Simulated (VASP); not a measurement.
Here is a VASP 6.6.1 calculation.

Contents of INCAR:

```
SYSTEM = CuSi15
PREC = Accurate
ENCUT = 520
EDIFF = 1E-6
ISMEAR = 0
SIGMA = 0.05
LREAL = Auto
LASPH = .TRUE.
NELM = 150
ALGO = Normal
ISIF = 2
LWAVE = .FALSE.
LCHARG = .TRUE.
ISPIN = 2
MAGMOM = 3 0 0 0 0 0 0 0 0 0 0 0 0 0 0 0
LORBIT = 11
LMAXMIX = 4
GGA = PS
LELF = .TRUE.
LVHAR = .TRUE.
NBANDS = 54
```

The input KPOINTS:

```
Automatic mesh
0
G
  3 3 3
  0 0 0
```

The input POSCAR:

```
CuSi15
1.0
    0.0000000000      5.4370000000      5.4370000000
    5.4370000000      0.0000000000      5.4370000000
    5.4370000000      5.4370000000      0.0000000000
Cu Si
1 15
Direct
    1.0000000000      1.0000000000      0.0000000000
    0.0002682891      0.0002682891      0.4997317109
    0.0002682891      0.4997317109      0.0002682891
    0.0002682891      0.4997317109      0.4997317109
    0.4997317109      0.0002682891      0.0002682891
    0.4997317109      0.0002682891      0.4997317109
    0.4997317109      0.4997317109      0.0002682891
    0.5000000000      0.5000000000      0.5000000000
    0.1235515995      0.1235515995      0.1235515995
    0.1235515995      0.1235515995      0.6293452016
    0.1235515995      0.6293452016      0.1235515995
    0.1249634952      0.6250121683      0.6250121683
    0.6293452016      0.1235515995      0.1235515995
    0.6250121683      0.1249634952      0.6250121683
    0.6250121683      0.6250121683      0.1249634952
    0.6250121683      0.6250121683      0.6250121683
```

Potentials or basis: VASP PAW PBE potentials, release 64 (Cu, Si).

The run is started by

```console
$ cat potpaw_PBE.64/Cu/POTCAR potpaw_PBE.64/Si/POTCAR > POTCAR
$ mpirun -np 1 vasp_std > vasp.out
```

What does it give for the net moment?

0.00 μB per cell.

Predict the pressure.

-1.1 GPa.

Predict the largest force.

0.109 eV/Å.

Forces in eV/Å, atoms in the order of the input:
```
Cu   0.000  0.000  0.000
Si   0.000  0.000 -0.010
Si   0.000 -0.010  0.000
Si   0.010  0.000  0.000
Si  -0.010  0.000  0.000
Si   0.000  0.010  0.000
Si   0.000  0.000  0.010
Si   0.000  0.000  0.000
Si  -0.063 -0.063 -0.063
Si   0.063  0.063 -0.063
Si   0.063 -0.063  0.063
Si  -0.002  0.002  0.002
Si  -0.063  0.063  0.063
Si   0.002 -0.002  0.002
Si   0.002  0.002 -0.002
Si  -0.002 -0.002 -0.002
```

Caveat: the PAW data sets were made with another functional, which shifts forces and pressure a little.
